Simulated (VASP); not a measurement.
# MnO2 (P-3m1) in VASP: further runs

The runs below take MnO2 through single point, with LDA.

All numbers are computed with VASP 6.6.1; they aren't measurements. Logs are shortened: lines on timing, memory, paths and dates and some standing lists are left out, and cuts for length are marked.

### 1 The cell of the first run

It takes space group P-3m1 (No. 164, trigonal). Conventional cell: a = 2.737 Å, b = 2.737 Å, c = 4.409 Å, α = 90.00°, β = 90.00°, γ = 120.00°. Within 2.4 Å of Mn (site symmetry -3m) lie 6 O at 1.82 Å. O (site symmetry 3m) has 3 Mn at 1.82 Å and 3 O at 2.41 Å within 2.5 Å.

### 2 Single point, LDA (9.54 Å³/atom)

The input, INCAR:

```
PREC = Accurate
ENCUT = 700
EDIFF = 1E-6
ISMEAR = -1
SIGMA = 0.03
LREAL = F
LASPH = T
NELM = 120
ALGO = Normal
ISIF = 2
LWAVE = F
LCHARG = T
GGA = CA
LELF = T
LVHAR = T
NBANDS = 20
GGA_COMPAT = F
```

The input, KPOINTS:

```
regular mesh
0
Gamma
  11 11 6
```

The input, POSCAR:

```
MnO2
1.0
    2.7374130834      0.0000000000      0.0000000000
   -1.3687065417      2.3706692709      0.0000000000
    0.0000000000      0.0000000000      4.4094230071
Mn O
1 2
Direct
    0.0000000000      0.0000000000      0.5000000000
    0.6666666667      0.3333333333      0.2937074300
    0.3333333333      0.6666666667      0.7062925700
```

Potentials or basis: VASP PAW LDA potentials, release 64 (Mn_sv, O).

Run with:

```console
$ cat potpaw_LDA.64/Mn_sv/POTCAR potpaw_LDA.64/O/POTCAR > POTCAR
$ mpirun -np 1 vasp_std > vasp.out
```

OUTCAR:

```text
PREC = Accurate
   ENCUT = 700
   EDIFF = 1E-6
   ISMEAR = -1
   LREAL = F
   LASPH = T
   NELM = 120
   ISIF = 2
   GGA = CA

 ion  position               nearest neighbor table
   1  0.000  0.000  0.500-   2 1.82   3 1.82   2 1.82   3 1.82   2 1.82   3 1.82
   2  0.667  0.333  0.294-   1 1.82   1 1.82   1 1.82
   3  0.333  0.667  0.706-   1 1.82   1 1.82   1 1.82

  LATTYP: Found a hexagonal cell.
 ALAT       =     2.7374130834
 C/A-ratio  =     1.6107992739

  Lattice vectors:

 A1 = (   2.7374130834,   0.0000000000,   0.0000000000)
 A2 = (  -1.3687065417,   2.3706692709,   0.0000000000)
 A3 = (   0.0000000000,   0.0000000000,   4.4094230071)

Analysis of symmetry for initial positions (statically):
=====================================================================
 Subroutine PRICEL returns:
 Original cell was already a primitive cell.

 Routine SETGRP: Setting up the symmetry group for a
 hexagonal supercell.

 Subroutine GETGRP returns: Found 12 space group operations
 (whereof 12 operations were pure point group operations)
 out of a pool of 24 trial point group operations.

The static configuration has the point symmetry D_3d.

Analysis of symmetry for dynamics (positions and initial velocities):
=====================================================================
 Subroutine PRICEL returns:
 Original cell was already a primitive cell.

 Routine SETGRP: Setting up the symmetry group for a
 hexagonal supercell.

 Subroutine GETGRP returns: Found 12 space group operations
 (whereof 12 operations were pure point group operations)
 out of a pool of 24 trial point group operations.

The dynamic configuration has the point symmetry D_3d.

 Subroutine INISYM returns: Found 12 space group operations
 (whereof 12 operations are pure point group operations),
 and found     1 'primitive' translations

----------------------------------------------------------------------------------------

                                     Primitive cell

  volume of cell :      28.6150

  direct lattice vectors                    reciprocal lattice vectors
     2.737413083  0.000000000  0.000000000     0.365308402  0.210910904  0.000000000
    -1.368706542  2.370669271  0.000000000     0.000000000  0.421821809  0.000000000
     0.000000000  0.000000000  4.409423007     0.000000000  0.000000000  0.226787042

  length of vectors
     2.737413083  2.737413083  4.409423007     0.421821809  0.421821809  0.226787042

  position of ions in fractional coordinates (direct lattice)
     0.000000000  0.000000000  0.500000000
     0.666666667  0.333333333  0.293707430
     0.333333333  0.666666667  0.706292570

  ion indices of the primitive-cell ions
   primitive index   ion index
                 1           1
                 2           2
                 3           3

----------------------------------------------------------------------------------------

 KPOINTS: regular mesh

Automatic generation of k-mesh.
 Grid dimensions read from file:
 generate k-points for:   11   11    6

 Generating k-lattice:

  Cartesian coordinates                     Fractional coordinates (reciprocal lattice)
     0.033209855  0.019173719  0.000000000     0.090909091 -0.000000000  0.000000000
     0.000000000  0.038347437  0.000000000     0.000000000  0.090909091  0.000000000
     0.000000000  0.000000000  0.037797840     0.000000000  0.000000000  0.166666667

  Length of vectors
     0.038347437  0.038347437  0.037797840

  Shift w.r.t. Gamma in fractional coordinates (k-lattice)
     0.000000000  0.000000000  0.000000000

 Subroutine IBZKPT returns following result:
 ===========================================

 Found     84 irreducible k-points:

 Following reciprocal coordinates:
            Coordinates               Weight
  0.000000  0.000000  0.000000      1.000000
  0.090909 -0.000000  0.000000      6.000000
  0.181818 -0.000000  0.000000      6.000000
  0.272727  0.000000  0.000000      6.000000
  0.363636  0.000000  0.000000      6.000000
  0.454545 -0.000000  0.000000      6.000000
[... 16 lines left out ...]
  0.000000  0.272727  0.166667      6.000000
  0.363636  0.000000  0.166667      6.000000
 [... further k-points ...]
   k-points           NKPTS =     84   k-points in BZ     NKDIM =     84   number of bands    NBANDS=     20
   number of dos      NEDOS =    301   number of ions     NIONS =      3
   total plane-waves  NPLWV =  23040
   dimension x,y,z NGX =    24 NGY =   24 NGZ =   40
   dimension x,y,z NGXF=    48 NGYF=   48 NGZF=   80
   ions per type =               1   2
   NGX,Y,Z   is equivalent  to a cutoff of  14.58, 14.58, 15.08 a.u.
   NGXF,Y,Z  is equivalent  to a cutoff of  29.15, 29.15, 30.16 a.u.
 SYSTEM =  unknown system
   PREC   = accura    normal or accurate (medium, high low for compatibility)
   ISTART =      0    job   : 0-new  1-cont  2-samecut
   ICHARG =      2    charge: 1-file 2-atom 10-const
   ISPIN  =      1    spin polarized calculation?
   LNONCOLLINEAR =      F non collinear calculations
   LSORBIT =      F    spin-orbit coupling
   LASPH  =      T    aspherical Exc in radial PAW
   ENCUT  =  700.0 eV  51.45 Ry    7.17 a.u.   5.91  5.91  9.51*2*pi/ulx,y,z
   NELM   =    120;   NELMIN=  2; NELMDL= -5     # of ELM steps
   EDIFF  = 0.1E-05   stopping-criterion for ELM
   LREAL  =      F    real-space projection
   EDIFFG = 0.1E-04   stopping-criterion for IOM
   NSW    =      0    number of steps for IOM
   IBRION =     -1    ionic relax: 0-MD 1-quasi-New 2-CG
   NFREE  =      0    steps in history (QN), initial steepest desc. (CG)
   ISIF   =      2    stress and relaxation
   ISYM   =      2    0-nonsym 1-usesym 2-fastsym
   POTIM  = 0.5000    time-step for ionic-motion
   TEBEG  =    0.0;   TEEND  =   0.0 temperature during run
   PSTRESS=    0.0 pullay stress
   NELECT =      27.0000    total number of electrons
   NUPDOWN=      -1.0000    fix difference up-down
   EMIN   =  10.00;   EMAX   =-10.00  energy-range for DOS
   EFERMI =   0.00;   METHOD = LEGACY
   ISMEAR =    -1;   SIGMA  =   0.03  broadening in eV -4-tet -1-fermi 0-gaus
   EFERMI_NEDOS =   21; number of points for ismear=-14 and -15
   IALGO  =     38    algorithm
   IMIX   =      4    mixing-type and parameters
     AMIX     =   0.40;   BMIX     =  1.00
     AMIX_MAG =   1.60;   BMIX_MAG =  1.00
  volume/ion in A,a.u.               =       9.54        64.37
  Fermi-wavevector in a.u.,A,eV,Ry     =   1.605702  3.034338 35.079633  2.578280
  Thomas-Fermi vector in A             =   2.702007
   LORBIT       =      0    0 simple, 1 ext, 2 COOP (PROOUT), +10 PAW based schemes
   GGA     = CA    functional components
   LHFCALC =     F    Hartree Fock is set to
   AEXX    =    0.0000 exact exchange contribution
   IVDW    =     0    specifies the selected vdW correction
   LEPSILON=     F    determine dielectric tensor
   LRPA    =     F    only Hartree local field effects (RPA)
 non-spin polarized calculation
  energy-cutoff  :      700.00
  volume of cell :       28.61
 maximum number of plane-waves:      1216
   NGX = 11   NGY = 11   NGZ = 19

 number of electron      27.0000006 magnetization

 Free energy of the ion-electron system (eV)
  ---------------------------------------------------
  ext. energy  EPLUGINS =         0.00000000
  ---------------------------------------------------
  free energy    TOTEN  =       -25.60356104 eV

  energy without entropy =      -25.59034981  energy(sigma->0) =      -25.59695543

 E-fermi :   5.9852     XC(G=0): -12.1952

 val. band max:        5.9784409098   @ k =   0.2727   0.1818   0.1667
 cond. band min:       5.9859649895   @ k =   0.3636   0.1818   0.0000
 fundamental gap:      0.0075240797
 Fermi energy:         5.9852069626

 k-point     1 :       0.0000    0.0000    0.0000
  band No.  band energies     occupation
      1     -73.2937      2.00000
      2     -42.5393      2.00000
      3     -42.5393      2.00000
      4     -42.3613      2.00000
      5     -14.8223      2.00000
      6     -11.8941      2.00000
[... 12 lines left out ...]
     19      16.7396      0.00000
     20      21.6279      0.00000

 k-point     2 :       0.0909   -0.0000    0.0000
  band No.  band energies     occupation
      1     -73.2906      2.00000
      2     -42.5648      2.00000
      3     -42.5449      2.00000
      4     -42.3569      2.00000
      5     -14.6864      2.00000
      6     -11.9450      2.00000
[... 12 lines left out ...]
     19      17.1983      0.00000
     20      21.6712      0.00000

 k-point     3 :       0.1818   -0.0000    0.0000
  band No.  band energies     occupation
      1     -73.2822      2.00000
      2     -42.6327      2.00000
      3     -42.5596      2.00000
      4     -42.3447      2.00000
      5     -14.3082      2.00000
      6     -12.0817      2.00000
[... 12 lines left out ...]
     19      18.2939      0.00000
     20      21.7100      0.00000

 k-point     4 :       0.2727    0.0000    0.0000
  band No.  band energies     occupation
      1     -73.2711      2.00000
      2     -42.7207      2.00000
      3     -42.5788      2.00000
      4     -42.3287      2.00000
      5     -13.7778      2.00000
      6     -12.2589      2.00000
[... 12 lines left out ...]
     19      19.5224      0.00000
     20      21.2022      0.00000

 k-point     5 :       0.3636    0.0000    0.0000
  band No.  band energies     occupation
      1     -73.2609      2.00000
      2     -42.8007      2.00000
      3     -42.5965      2.00000
      4     -42.3139      2.00000
      5     -13.2507      2.00000
      6     -12.4121      2.00000
[... 12 lines left out ...]
     19      20.0512      0.00000
     20      20.4616      0.00000
[... 353 lines left out ...]
      6     -12.1309      2.00000
[... 12 lines left out ...]
     19      18.1958      0.00000
     20      21.2938      0.00000

 k-point    22 :       0.2727    0.0000    0.1667
  band No.  band energies     occupation
      1     -73.2711      2.00000
      2     -42.7207      2.00000
      3     -42.5789      2.00000
      4     -42.3288      2.00000
      5     -13.7358      2.00000
      6     -12.3155      2.00000
[... 12 lines left out ...]
     19      19.5367      0.00000
     20      21.8265      0.00000

 k-point    23 :       0.0000    0.2727    0.1667
  band No.  band energies     occupation
      1     -73.2711      2.00000
      2     -42.7207      2.00000
      3     -42.5789      2.00000
      4     -42.3288      2.00000
      5     -13.7589      2.00000
      6     -12.2791      2.00000
[... 12 lines left out ...]
     19      19.1515      0.00000
     20      20.9585      0.00000

 k-point    24 :       0.3636    0.0000    0.1667
  band No.  band energies     occupation
      1     -73.2609      2.00000
      2     -42.8007      2.00000
      3     -42.5965      2.00000
      4     -42.3140      2.00000
      5     -13.2042      2.00000
      6     -12.4656      2.00000
[... 12 lines left out ...]
     19      20.1363      0.00000
     20      21.0910      0.00000

 [... further k-points ...]

------------------------ aborting loop because EDIFF is reached ----------------------------------------

  FORCE on cell =-STRESS in cart. coord.  units (eV):
  Direction    XX          YY          ZZ          XY          YZ          ZX
  --------------------------------------------------------------------------------------
  -------------------------------------------------------------------------------------
  Total        1.9585636      1.9585636      1.9390236      0.0000000      0.0000000      0.0000000
  in kB      109.6617548    109.6617548    108.5676907      0.0000000      0.0000000      0.0000000
  external PRESSURE =     109.2970667 kB  Pullay stress =       0.0000000 kB

 VOLUME and BASIS-vectors are now :
 -----------------------------------------------------------------------------
  energy-cutoff  :      700.00
  volume of cell :       28.61
      direct lattice vectors                 reciprocal lattice vectors
     2.737413083  0.000000000  0.000000000     0.365308402  0.210910904  0.000000000
    -1.368706542  2.370669271  0.000000000     0.000000000  0.421821809  0.000000000
     0.000000000  0.000000000  4.409423007     0.000000000  0.000000000  0.226787042

 POSITION                                       TOTAL-FORCE (eV/Angst)
 -----------------------------------------------------------------------------------
      0.00000      0.00000      2.20471        -0.000000      0.000000      0.000000
      1.36871      0.79022      1.29508         0.000000      0.000000     -1.230104
     -0.00000      1.58045      3.11434        -0.000000      0.000000      1.230104
 -----------------------------------------------------------------------------------
    total drift:                               -0.000000      0.000000      0.000000

  FREE ENERGIE OF THE ION-ELECTRON SYSTEM (eV)
  ---------------------------------------------------
  free  energy   TOTEN  =       -25.6035610437 eV

  energy  without entropy=      -25.5903498119  energy(sigma->0) =      -25.59695543
```

It took 32 s on 1 thread of AMD EPYC 9R45 (Zen 5), shared host; peak memory 0.15 GiB.

Results:

| Quantity | Value |
| --- | --- |
| Free energy | -25.6036 eV |
| Pressure | 10.9 GPa |
| Largest force | 1.230 eV/Å |
| Band gap on the k mesh | zero (an odd number of electrons rules out a gap without spin polarisation) |

Forces on the atoms (eV/Å):
```
Mn   0.000  0.000  0.000
O    0.000  0.000 -1.230
O    0.000  0.000  1.230
```

Levels at points of the mesh, in eV from the Fermi level:
```tsv
k point	band 11	band 12	band 13	band 14	band 15	band 16	band 17	band 18
(0.00, 0.00, 0.00)	-2.11	-1.97	-1.07	-1.07	1.01	3.84	3.84	7.61
(0.00, 0.00, 0.50)	-2.16	-2.16	-1.08	-1.08	1.31	3.91	3.91	9.45
```

Caveat: the cell stands under pressure; an odd number of electrons without spin polarisation forces a metal; a magnetic or distorted state may lie lower; the run has no spin polarisation, though such a crystal can be magnetic; semilocal functionals often make such compounds metallic where correlation or magnetic order opens a gap, which also shifts bond lengths.

### 3 Single point, LDA (7.59 Å³/atom)

This run uses another cell than the first one, of 7.59 Å³/atom.

INCAR, as its differences from that of step 2:

```diff
@@ -11,6 +11,3 @@
 LWAVE = F
-LCHARG = T
-GGA = CA
-LELF = T
-LVHAR = T
+LCHARG = F
 NBANDS = 20
```

KPOINTS is that of step 2.

The input, POSCAR:

```
MnO2
1.0
    2.5363671977      0.0000000000      0.0000000000
   -1.2681835988      2.1965584265      0.0000000000
    0.0000000000      0.0000000000      4.0855784404
Mn O
1 2
Direct
    0.0000000000      0.0000000000      0.5000000000
    0.6666666667      0.3333333333      0.2937074300
    0.3333333333      0.6666666667      0.7062925700
```

Potentials or basis: VASP PAW LDA potentials, release 64 (Mn_sv, O).

Run with:

```console
$ cat potpaw_LDA.64/Mn_sv/POTCAR potpaw_LDA.64/O/POTCAR > POTCAR
$ mpirun -np 1 vasp_std > vasp.out
```

Wall time 34 s (1 thread of AMD EPYC 9R45 (Zen 5), shared host); peak memory 0.14 GiB.

It converged, with:

- Free energy: -23.4997 eV
- Pressure: 123.1 GPa
- Largest force: 7.570 eV/Å
- Band gap on the k mesh: zero (an odd number of electrons rules out a gap without spin polarisation)

Forces in eV/Å, atoms in the order of the input:
```
Mn   0.000  0.000  0.000
O    0.000  0.000 -7.570
O    0.000  0.000  7.570
```

Stress tensor (GPa, compression positive):
```
138.77   0.00   0.00
  0.00 138.77   0.00
  0.00   0.00  91.70
```

Levels at points of the mesh, in eV from the Fermi level:
```tsv
k point	band 12	band 13	band 14	band 15	band 16	band 17
(0.00, 0.00, 0.00)	-2.64	-1.58	-1.58	1.32	5.05	5.05
(0.00, 0.00, 0.50)	-2.72	-1.60	-1.60	1.89	5.17	5.17
```

Caveat: the stress differs along the axes, from 92 to 139 GPa; an odd number of electrons without spin polarisation forces a metal; a magnetic or distorted state may lie lower; the run has no spin polarisation, though such a crystal can be magnetic; semilocal functionals often make such compounds metallic where correlation or magnetic order opens a gap, which also shifts bond lengths.

### 4 Single point, LDA (11.49 Å³/atom)

This run uses another cell than the first one, of 11.49 Å³/atom.

The input, INCAR:

```
SYSTEM = MnO2
PREC = Accurate ; ENCUT = 700
EDIFF = 1E-6 ; ISMEAR = -1
SIGMA = 0.03 ; LREAL = .False.
LASPH = .True. ; NELM = 120
ALGO = Normal ; ISIF = 2
LWAVE = .False. ; LCHARG = .False.
GGA = CA ; NBANDS = 20
GGA_COMPAT = .False.
```

The input, KPOINTS:

```
regular mesh
0
Gamma
  11 11 6
  0 0 0
```

The input, POSCAR:

```
MnO2
1.0
    2.9126037410      0.0000000000      0.0000000000
   -1.4563018705      2.5223888309      0.0000000000
    0.0000000000      0.0000000000      4.6916199912
Mn O
1 2
Direct
    0.0000000000      0.0000000000      0.5000000000
    0.6666666667      0.3333333333      0.2937074300
    0.3333333333      0.6666666667      0.7062925700
```

Run with:

```console
$ cat potpaw_LDA.64/Mn_sv/POTCAR potpaw_LDA.64/O/POTCAR > POTCAR
$ mpirun -np 1 vasp_std > vasp.out
```

Run time: 56 s. Hardware: 1 thread of AMD EPYC 9R45 (Zen 5), shared host; peak memory 0.18 GiB.

The run converged. Its results:

```
Free energy            : -25.2092 eV
Pressure               : -26.7 GPa
Largest force          : 1.627 eV/Å
Band gap on the k mesh : zero (an odd number of electrons rules out a gap without spin polarisation)
```

Forces on the atoms (eV/Å):
```
Mn   0.000  0.000  0.000
O    0.000  0.000  1.627
O    0.000  0.000 -1.627
```

Stress tensor (GPa, compression positive):
```
-31.84   0.00   0.00
  0.00 -31.84   0.00
  0.00   0.00 -16.53
```

Levels at points of the mesh, in eV from the Fermi level:
| k point | band 11 | band 12 | band 13 | band 14 | band 15 | band 16 | band 17 | band 18 |
| --- | --- | --- | --- | --- | --- | --- | --- | --- |
| (0.00, 0.00, 0.00) | -1.71 | -1.45 | -0.77 | -0.77 | 0.79 | 3.05 | 3.05 | 6.43 |
| (0.00, 0.00, 0.50) | -1.75 | -1.75 | -0.78 | -0.78 | 0.95 | 3.09 | 3.09 | 8.44 |

Caveat: the stress differs along the axes, from -32 to -17 GPa; an odd number of electrons without spin polarisation forces a metal; a magnetic or distorted state may lie lower; the run has no spin polarisation, though such a crystal can be magnetic; semilocal functionals often make such compounds metallic where correlation or magnetic order opens a gap, which also shifts bond lengths.

### 5 Single point, LDA (8.89 Å³/atom)

This run uses another cell than the first one, of 8.89 Å³/atom.

The input, INCAR:

```
PREC = Accurate ; ENCUT = 700
EDIFF = 1E-6 ; ISMEAR = -1
SIGMA = 0.03 ; LREAL = False
LASPH = True ; NELM = 120
ALGO = Normal ; ISIF = 2
LWAVE = False ; LCHARG = False
NBANDS = 20 ; GGA_COMPAT = False
```

The input, KPOINTS:

```
Automatic mesh
0
Gamma
  11 11 6
```

The input, POSCAR:

```
MnO2
1.0
    2.6737290748      0.0000000000      0.0000000000
   -1.3368645374      2.3155173016      0.0000000000
    0.0000000000      0.0000000000      4.3068408523
Mn O
1 2
Direct
    0.0000000000      0.0000000000      0.5000000000
    0.6666666667      0.3333333333      0.2937074300
    0.3333333333      0.6666666667      0.7062925700
```

Run with:

```console
$ cat potpaw_LDA.64/Mn_sv/POTCAR potpaw_LDA.64/O/POTCAR > POTCAR
$ mpirun -np 1 vasp_std > vasp.out
```

Wall time 66 s (1 thread of AMD EPYC 7R13 (Zen 3), shared host); peak memory 0.15 GiB.

Results (log left out):

```yaml
Free_energy: -25.3205 eV
Pressure: 35.7 GPa
Largest_force: 2.798 eV/Å
Band_gap_on_the_k_mesh: zero (an odd number of electrons rules out a gap without spin polarisation)
```

Forces on the atoms (eV/Å):
```
Mn   0.000  0.000  0.000
O    0.000  0.000 -2.798
O    0.000  0.000  2.798
```

Stress tensor (GPa, compression positive):
```
39.17  0.00  0.00
 0.00 39.17  0.00
 0.00  0.00 28.79
```

Levels at points of the mesh, in eV from the Fermi level:
```tsv
k point	band 12	band 13	band 14	band 15	band 16	band 17
(0.00, 0.00, 0.00)	-2.20	-1.20	-1.20	1.11	4.19	4.19
(0.00, 0.00, 0.50)	-2.33	-1.22	-1.22	1.47	4.27	4.27
```

Caveat: the stress differs along the axes, from 29 to 39 GPa; an odd number of electrons without spin polarisation forces a metal; a magnetic or distorted state may lie lower; the run has no spin polarisation, though such a crystal can be magnetic; semilocal functionals often make such compounds metallic where correlation or magnetic order opens a gap, which also shifts bond lengths. Spin polarisation is off, so any magnetic state and its effect on volume and gap are missing.

[end of part 1 of 2]
